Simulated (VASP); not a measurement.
# La3N (P6/mmm) in VASP: relaxation of cell and atoms with PBE

Aim: the relaxation of cell and atoms of La3N with PBE.

Program: VASP 6.6.1. These are calculated values, not measurements. Logs are shortened: lines on timing, memory, paths and dates and some standing lists are left out, and cuts for length are marked.

## 1. The cell of the first run

The structure is hexagonal, space group P6/mmm (No. 191). The conventional cell has a = 5.114 Å, b = 5.114 Å, c = 4.904 Å, α = 90.00°, β = 90.00°, γ = 120.00°. La (site symmetry -6m2) has 3 N at 2.95 Å and 9 La at 2.95 to 3.84 Å within 3.9 Å. Within 3.2 Å of La (site symmetry 6/mmm) lie 2 N at 2.45 Å. Within 3.2 Å of N (site symmetry 6/mmm) lie 8 La at 2.45 to 2.95 Å.

The cell was generated, and may not be a known phase.

## 2. Relaxation of cell and atoms, PBE

The input, INCAR:

```
SYSTEM = La3N
  ALGO = Normal
  EDIFF = 1E-6
  EDIFFG = -0.01
  ENCUT = 600
  GGA = PE
  IBRION = 2
  ISIF = 3
  ISMEAR = 0
  LASPH = .TRUE.
  LCHARG = .FALSE.
  LREAL = .FALSE.
  LWAVE = .FALSE.
  NELM = 80
  NSW = 100
  PREC = Accurate
  SIGMA = 0.1
```

The input, KPOINTS:

```
k-points
0
G
  12 12 10
  0 0 0
```

The input, POSCAR:

```
La3N
1.0
    5.1139800503      0.0000000000      0.0000000000
   -2.5569900251      4.4288366380      0.0000000000
    0.0000000000      0.0000000000      4.9037890284
La N
3 1
Direct
    0.3333333333      0.6666666667      0.5000000000
    0.6666666667      0.3333333333      0.5000000000
    0.0000000000      0.0000000000      0.0000000000
    0.0000000000      0.0000000000      0.5000000000
```

Potentials or basis: VASP PAW PBE potentials, release 64 (La, N).

On the command line:

```
cat potpaw_PBE.64/La/POTCAR potpaw_PBE.64/N/POTCAR > POTCAR
mpirun -np 1 vasp_std > vasp.out
```

OUTCAR:

```text
SYSTEM = La3N
   EDIFF = 1E-6
   EDIFFG = -0.01
   ENCUT = 600
   GGA = PE
   IBRION = 2
   ISIF = 3
   ISMEAR = 0
   LASPH = .TRUE.
   LREAL = .FALSE.
   NELM = 80
   NSW = 100
   PREC = Accurate

 ion  position               nearest neighbor table
   1  0.333  0.667  0.500-   2 2.95   2 2.95   2 2.95
   2  0.667  0.333  0.500-   1 2.95   1 2.95   1 2.95
   3  0.000  0.000  0.000-   4 2.45   4 2.45
   4  0.000  0.000  0.500-   3 2.45   3 2.45

  LATTYP: Found a hexagonal cell.
 ALAT       =     5.1139800503
 C/A-ratio  =     0.9588987403

  Lattice vectors:

 A1 = (   5.1139800503,   0.0000000000,   0.0000000000)
 A2 = (  -2.5569900251,   4.4288366380,   0.0000000000)
 A3 = (   0.0000000000,   0.0000000000,   4.9037890284)

Analysis of symmetry for initial positions (statically):
=====================================================================
 Subroutine PRICEL returns:
 Original cell was already a primitive cell.

 Routine SETGRP: Setting up the symmetry group for a
 hexagonal supercell.

 Subroutine GETGRP returns: Found 24 space group operations
 (whereof 24 operations were pure point group operations)
 out of a pool of 24 trial point group operations.

The static configuration has the point symmetry D_6h.

Analysis of symmetry for dynamics (positions and initial velocities):
=====================================================================
 Subroutine PRICEL returns:
 Original cell was already a primitive cell.

 Routine SETGRP: Setting up the symmetry group for a
 hexagonal supercell.

 Subroutine GETGRP returns: Found 24 space group operations
 (whereof 24 operations were pure point group operations)
 out of a pool of 24 trial point group operations.

The dynamic configuration has the point symmetry D_6h.

 Subroutine INISYM returns: Found 24 space group operations
 (whereof 24 operations are pure point group operations),
 and found     1 'primitive' translations

----------------------------------------------------------------------------------------

                                     Primitive cell

  volume of cell :     111.0658

  direct lattice vectors                    reciprocal lattice vectors
     5.113980050  0.000000000  0.000000000     0.195542413  0.112896465  0.000000000
    -2.556990025  4.428836638  0.000000000     0.000000000  0.225792930  0.000000000
     0.000000000  0.000000000  4.903789028     0.000000000  0.000000000  0.203923944

  length of vectors
     5.113980050  5.113980050  4.903789028     0.225792930  0.225792930  0.203923944

  position of ions in fractional coordinates (direct lattice)
     0.333333333  0.666666667  0.500000000
     0.666666667  0.333333333  0.500000000
     0.000000000  0.000000000  0.000000000
     0.000000000  0.000000000  0.500000000

  ion indices of the primitive-cell ions
   primitive index   ion index
                 1           1
                 2           2
                 3           3
                 4           4

----------------------------------------------------------------------------------------

 KPOINTS: k-points

Automatic generation of k-mesh.
 Grid dimensions read from file:
 generate k-points for:   12   12   10

 Generating k-lattice:

  Cartesian coordinates                     Fractional coordinates (reciprocal lattice)
     0.016295201  0.009408039  0.000000000     0.083333333 -0.000000000  0.000000000
     0.000000000  0.018816077  0.000000000     0.000000000  0.083333333  0.000000000
     0.000000000  0.000000000  0.020392394     0.000000000  0.000000000  0.100000000

  Length of vectors
     0.018816077  0.018816077  0.020392394

  Shift w.r.t. Gamma in fractional coordinates (k-lattice)
     0.000000000  0.000000000  0.000000000

 Subroutine IBZKPT returns following result:
 ===========================================

 Found    114 irreducible k-points:

 Following reciprocal coordinates:
            Coordinates               Weight
  0.000000  0.000000  0.000000      1.000000
  0.083333  0.000000  0.000000      6.000000
  0.166667  0.000000  0.000000      6.000000
  0.250000  0.000000  0.000000      6.000000
  0.333333  0.000000  0.000000      6.000000
  0.416667  0.000000  0.000000      6.000000
[... 16 lines left out ...]
  0.250000  0.000000  0.100000     12.000000
  0.333333  0.000000  0.100000     12.000000
 [... further k-points ...]
   k-points           NKPTS =    114   k-points in BZ     NKDIM =    114   number of bands    NBANDS=     23
   number of dos      NEDOS =    301   number of ions     NIONS =      4
   total plane-waves  NPLWV =  70560
   dimension x,y,z NGX =    42 NGY =   42 NGZ =   40
   dimension x,y,z NGXF=    84 NGYF=   84 NGZF=   80
   ions per type =               3   1
   NGX,Y,Z   is equivalent  to a cutoff of  13.65, 13.65, 13.56 a.u.
   NGXF,Y,Z  is equivalent  to a cutoff of  27.31, 27.31, 27.12 a.u.
 SYSTEM =  La3N
   PREC   = accura    normal or accurate (medium, high low for compatibility)
   ISTART =      0    job   : 0-new  1-cont  2-samecut
   ICHARG =      2    charge: 1-file 2-atom 10-const
   ISPIN  =      1    spin polarized calculation?
   LNONCOLLINEAR =      F non collinear calculations
   LSORBIT =      F    spin-orbit coupling
   LASPH  =      T    aspherical Exc in radial PAW
   ENCUT  =  600.0 eV  44.10 Ry    6.64 a.u.  10.21 10.21  9.79*2*pi/ulx,y,z
   NELM   =     80;   NELMIN=  2; NELMDL= -5     # of ELM steps
   EDIFF  = 0.1E-05   stopping-criterion for ELM
   LREAL  =      F    real-space projection
   EDIFFG = -.1E-01   stopping-criterion for IOM
   NSW    =    100    number of steps for IOM
   IBRION =      2    ionic relax: 0-MD 1-quasi-New 2-CG
   NFREE  =      1    steps in history (QN), initial steepest desc. (CG)
   ISIF   =      3    stress and relaxation
   ISYM   =      2    0-nonsym 1-usesym 2-fastsym
   POTIM  = 0.5000    time-step for ionic-motion
   TEBEG  =    0.0;   TEEND  =   0.0 temperature during run
   PSTRESS=    0.0 pullay stress
   NELECT =      38.0000    total number of electrons
   NUPDOWN=      -1.0000    fix difference up-down
   EMIN   =  10.00;   EMAX   =-10.00  energy-range for DOS
   EFERMI =   0.00;   METHOD = LEGACY
   ISMEAR =     0;   SIGMA  =   0.10  broadening in eV -4-tet -1-fermi 0-gaus
   EFERMI_NEDOS =   21; number of points for ismear=-14 and -15
   IALGO  =     38    algorithm
   IMIX   =      4    mixing-type and parameters
     AMIX     =   0.40;   BMIX     =  1.00
     AMIX_MAG =   1.60;   BMIX_MAG =  1.00
  volume/ion in A,a.u.               =      27.77       187.38
  Fermi-wavevector in a.u.,A,eV,Ry     =   1.145010  2.163755 17.837884  1.311047
  Thomas-Fermi vector in A             =   2.281700
   LORBIT       =      0    0 simple, 1 ext, 2 COOP (PROOUT), +10 PAW based schemes
   GGA     = PE    functional components
   LHFCALC =     F    Hartree Fock is set to
   AEXX    =    0.0000 exact exchange contribution
   IVDW    =     0    specifies the selected vdW correction
   LEPSILON=     F    determine dielectric tensor
   LRPA    =     F    only Hartree local field effects (RPA)
 conjugate gradient relaxation of ions
 non-spin polarized calculation
 Gauss-broadening in eV      SIGMA  =   0.10
  energy-cutoff  :      600.00
  volume of cell :      111.07
 maximum number of plane-waves:      3764
 NGX is ok and might be reduce to    42
   NGX = 21   NGY = 21   NGZ = 19

--------------------------------------- Ionic step        1  -------------------------------------------

 number of electron      38.0000004 magnetization

 Free energy of the ion-electron system (eV)
  ---------------------------------------------------
  ext. energy  EPLUGINS =         0.00000000
  ---------------------------------------------------
  free energy    TOTEN  =       -23.62123019 eV

  energy without entropy =      -23.60513880  energy(sigma->0) =      -23.61318449

------------------------ aborting loop because EDIFF is reached ----------------------------------------

  FORCE on cell =-STRESS in cart. coord.  units (eV):
  Direction    XX          YY          ZZ          XY          YZ          ZX
  --------------------------------------------------------------------------------------
  -------------------------------------------------------------------------------------
  Total       -0.4723615     -0.4723615     -0.0054091     -0.0000000      0.0000000     -0.0000000
  in kB       -6.8140393     -6.8140393     -0.0780290     -0.0000000      0.0000000     -0.0000000
  external PRESSURE =      -4.5687026 kB  Pullay stress =       0.0000000 kB
[... 137 lines left out ...]
  energy  without entropy=      -23.6084272653  energy(sigma->0) =      -23.61628279

--------------------------------------- Ionic step        5  -------------------------------------------

 number of electron      38.0000003 magnetization

 Free energy of the ion-electron system (eV)
  ---------------------------------------------------
  ext. energy  EPLUGINS =         0.00000000
  ---------------------------------------------------
  free energy    TOTEN  =       -23.62414800 eV

  energy without entropy =      -23.60842254  energy(sigma->0) =      -23.61628527

 E-fermi :   8.2005     XC(G=0):  -9.9115

 val. band max:        8.1993708790   @ k =   0.3333   0.2500   0.3000
 cond. band min:       8.2076116185   @ k =   0.3333   0.1667   0.1000
 fundamental gap:      0.0082407395
 Fermi energy:         8.2004769248

 k-point     1 :       0.0000    0.0000    0.0000
  band No.  band energies     occupation
      1     -25.0505      2.00000
      2     -23.9640      2.00000
      3     -23.9016      2.00000
      4      -9.8276      2.00000
      5      -9.8276      2.00000
      6      -8.7612      2.00000
[... 613 lines left out ...]
     22       9.2835      0.00000
     23       9.5165      0.00000

 [... further k-points ...]
[... 5 lines left out ...]
  --------------------------------------------------------------------------------------
  -------------------------------------------------------------------------------------
  Total        0.0050631      0.0050631     -0.0095937      0.0000000     -0.0000000      0.0000000
  in kB        0.0737546      0.0737546     -0.1397512      0.0000000     -0.0000000      0.0000000
  external PRESSURE =       0.0025860 kB  Pullay stress =       0.0000000 kB
[... 19 lines left out ...]
  FREE ENERGIE OF THE ION-ELECTRON SYSTEM (eV)
  ---------------------------------------------------
  free  energy   TOTEN  =       -23.6241480029 eV

  energy  without entropy=      -23.6084225444  energy(sigma->0) =      -23.61628527

 reached required accuracy - stopping structural energy minimisation
```

It took 13 min on 1 thread of Intel Xeon 6975P-C (Granite Rapids), shared host; peak memory 0.56 GiB.

What came out:

```yaml
Free_energy: -23.6241 eV
Relaxed_volume: 27.50 Å³/atom
Relaxed_cell: a = 5.083 Å, b = 5.083 Å, c = 4.916 Å, α = 90.00°, β = 90.00°, γ = 120.00°
Space_group_after_relaxing_to_0.1_Å: P6/mmm (No. 191)
Energy_gained_by_relaxing: 0.7 meV/atom
Ionic_steps: 5
Pressure_after_relaxing: 0.0 GPa
Band_gap_on_the_k_mesh: zero (bands 19 and 20 overlap by 0.83 eV)
```

Step by step:
```
step  energy change (eV)  largest force (eV/Å)  pressure (GPa)  volume (Å³)
   1              0.0000                0.0000           -0.46       111.07
   2             -0.0026                0.0000            0.16       109.80
   3             -0.0026                0.0000            0.12       109.86
   4             -0.0029                0.0000           -0.02       110.01
   5             -0.0029                0.0000            0.00       109.99
```

Final structure:
```
CELL_PARAMETERS angstrom
5.08285 0.00000 0.00000
-2.54143 4.40188 0.00000
0.00000 0.00000 4.91582
ATOMIC_POSITIONS crystal
La 0.33333 0.66667 0.50000
La 0.66667 0.33333 0.50000
La 0.00000 0.00000 0.00000
N 0.00000 0.00000 0.50000
```

Caveat: spin-orbit coupling is left out, which moves the levels of the heavy elements.
